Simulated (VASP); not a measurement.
Input of a VASP 6.6.1 run:

File POSCAR:

```
Zn2C
1.0
    0.0000000000      2.5779490376      2.5779490376
    2.5779490376      0.0000000000      2.5779490376
    2.5779490376      2.5779490376      0.0000000000
C Zn
1 2
Direct
    0.0000000000      0.0000000000      0.0000000000
    0.2500000000      0.2500000000      0.2500000000
    0.7500000000      0.7500000000      0.7500000000
```

Contents of INCAR.step1:

```
SYSTEM = Zn2C
ALGO = Normal ; EDIFF = 1E-5
ENCUT = 520 ; GGA = PE
ISIF = 2 ; ISMEAR = -1
LASPH = .True. ; LCHARG = .False.
LREAL = .False. ; LWAVE = .True.
NBANDS = 21 ; NELM = 100
PREC = Accurate ; SIGMA = 0.02
```

Contents of INCAR.step2:

```
SYSTEM = Zn2C
AEXX = 0.5 ; ALGO = Normal
EDIFF = 1E-6 ; ENCUT = 520
GGA = PE ; HFSCREEN = 0.2078
ISIF = 2 ; ISMEAR = -1
ISTART = 1 ; LASPH = .True.
LCHARG = .False. ; LHFCALC = .True.
LREAL = .False. ; LWAVE = .False.
NBANDS = 21 ; NELM = 100
PREC = Accurate ; PRECFOCK = Normal
SIGMA = 0.02
```

The input KPOINTS:

```
k-points
0
Gamma
  4 4 4
  0 0 0
```

Potentials or basis: VASP PAW PBE potentials, release 64 (C, Zn).

The run is started by

```bash
$ cat potpaw_PBE.64/C/POTCAR potpaw_PBE.64/Zn/POTCAR > POTCAR
$ cp INCAR.step1 INCAR
$ mpirun -np 1 vasp_std > vasp.out
$ cp INCAR.step2 INCAR
$ mpirun -np 1 vasp_std > vasp.out
```

(1) What does it give for the pressure?

(2) What does it give for the band gap on the k mesh?

## Answers

(1) -0.4 GPa.

(2) 1.84 eV, direct.

Caveat: the k points lie up to 0.53 Å⁻¹ apart; the PAW data sets were made with another functional, which shifts forces and pressure a little.
